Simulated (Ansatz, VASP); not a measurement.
# One calculation of Ir, two programs

```
Ir
1.0
     0.00000    2.01891    2.01891
     2.01891    0.00000    2.01891
     2.01891    2.01891    0.00000
Ir
1
Cartesian
  0.0000 0.0000 0.0000
```

Alike in both runs: task relaxation of cell and atoms; functional r2SCAN; k mesh 8 × 8 × 8; occupations gaussian, width 0.1 eV; no spin polarisation.

```csv
,VASP,Ansatz
version,VASP 6.6.1,Ansatz 0.2.0
potentials or method,"VASP PAW PBE potentials, release 64 (Ir_sv_GW), cutoff 620 eV","scalar-relativistic, plane waves, PAW"
valence electrons in the cell,17,17
```

```tsv
	VASP	Ansatz	Ansatz less VASP
gap on the k mesh at the Fermi level, each at its own relaxed structure (eV)	none	none	-
relaxed volume (Å³/atom)	14.23	14.26	+0.026
relaxed length of the cell vector where the two differ most in proportion (Å)	2.720	2.722	+0.0017
```

VASP's potentials were made for PBE, not for r2SCAN. A gap of «none» marks a metal or a gap that the smearing closes.

Spin-orbit coupling is off throughout.
